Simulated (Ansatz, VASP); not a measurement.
**One calculation of BN, two programs**

INCAR

```
  PREC = Accurate
  ENCUT = 600
  EDIFF = 1E-6
  ISMEAR = 0
  SIGMA = 0.02
  LREAL = False
  LASPH = True
  NELM = 120
  ALGO = Normal
  ISIF = 2
  LWAVE = False
  LCHARG = False
  GGA = PE
  IVDW = 12
  NBANDS = 11
  GGA_COMPAT = False
```

Contents of KPOINTS:

```
Automatic mesh
0
Gamma
  12 12 12
```

Contents of POSCAR:

```
BN
1.0
    0.0000000000      1.8211090063      1.8211090063
    1.8211090063      0.0000000000      1.8211090063
    1.8211090063      1.8211090063      0.0000000000
B N
1 1
Direct
    0.0000000000      0.0000000000      0.0000000000
    0.2500000000      0.2500000000      0.2500000000
```

Input for Ansatz:

```yaml
crystal:
  lattice:
    - [0.0, 1.8211090063, 1.8211090063]
    - [1.8211090063, 0.0, 1.8211090063]
    - [1.8211090063, 1.8211090063, 0.0]
  atoms:
    - { symbol: B, position: [0.0, 0.0, 0.0] }
    - { symbol: "N", position: [0.25, 0.25, 0.25] }
basis:
  ecutwfc: 420
kpoints:
  mp_grid: { grid: [12, 12, 12] }
hamiltonian:
  xc: pbe
  dispersion: d3bj
scf:
  occupations: { method: gaussian, width: 0.02 }
output:
  forces: true
  stress: true
  eigenvalues: true
```

Alike in both runs: task single point; functional PBE; dispersion D3(BJ); k mesh 12 × 12 × 12; occupations gaussian, width 0.02 eV; no spin polarisation.

```csv
,VASP,Ansatz
version,VASP 6.6.1,Ansatz 0.2.0
potentials or method,"VASP PAW PBE potentials, release 64 (B, N), cutoff 600 eV","scalar-relativistic, plane waves, PAW"
valence electrons in the cell,8,8
```

|  | VASP | Ansatz | Ansatz less VASP |
| --- | --- | --- | --- |
| gap on the k mesh at the Fermi level (eV) | 4.44 | 4.45 | +0.011 |
| least direct gap on the mesh (eV) | 8.71 | 8.72 | +0.010 |
| pressure (GPa) | -10.7 | -10.7 | +0.07 |
